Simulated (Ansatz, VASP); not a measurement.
## Zn2C in VASP and in Ansatz

```
C Zn
1.0
     0.00000    2.60443    2.60443
     2.60443    0.00000    2.60443
     2.60443    2.60443    0.00000
C Zn
1 2
Cartesian
  0.0000 0.0000 0.0000
  1.3022 1.3022 1.3022
  3.9066 3.9066 3.9066
```

Alike in both runs: functional PBE; k mesh 11 × 11 × 11; occupations fermi-dirac, width 0.08 eV; no spin polarisation.

Ansatz relaxed the structure, and its values are those at the end. VASP's run is a single point on that final structure, the one shown.

|  | VASP | Ansatz |
| --- | --- | --- |
| version | VASP 6.6.1 | Ansatz 0.2.0 |
| potentials or method | VASP PAW PBE potentials, release 64 (C, Zn) | PAW with Ansatz's default frozen-core files, scalar-relativistic |
| plane-wave cutoff (eV) | 520 | 420 |
| valence electrons in the cell | 28 | 28 |

```csv
,VASP,Ansatz,Ansatz less VASP
pressure (GPa),0.6,0.0,-0.56
```
